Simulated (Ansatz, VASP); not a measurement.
# One calculation of AlRu, two programs

```xyz
2
Lattice="2.9825 0.0000 0.0000 0.0000 2.9825 0.0000 0.0000 0.0000 2.9825" Properties=species:S:1:pos:R:3 pbc="T T T"
Al    0.0000    0.0000    0.0000
Ru    1.4912    1.4912    1.4912
```

Alike in both runs: task single point; functional PBE; dispersion D3(BJ); k mesh 6 × 6 × 6; occupations gaussian, width 0.1 eV; no spin polarisation.

```csv
,VASP,Ansatz
version,VASP 6.6.1,Ansatz 0.2.0
potentials or method,"VASP PAW PBE potentials, release 64 (Al, Ru_pv), cutoff 520 eV","scalar-relativistic, plane waves, PAW"
valence electrons in the cell,17,19
```

|  | VASP | Ansatz | Ansatz less VASP |
| --- | --- | --- | --- |
| gap on the k mesh at the Fermi level (eV) | none | none | - |
| pressure (GPa) | -2.1 | -2.0 | +0.02 |

A gap of «none» marks a metal or a gap that the smearing closes. VASP's potentials hold 17 valence electrons a cell and Ansatz's 19, so a difference there can come from the potentials and not from the codes.
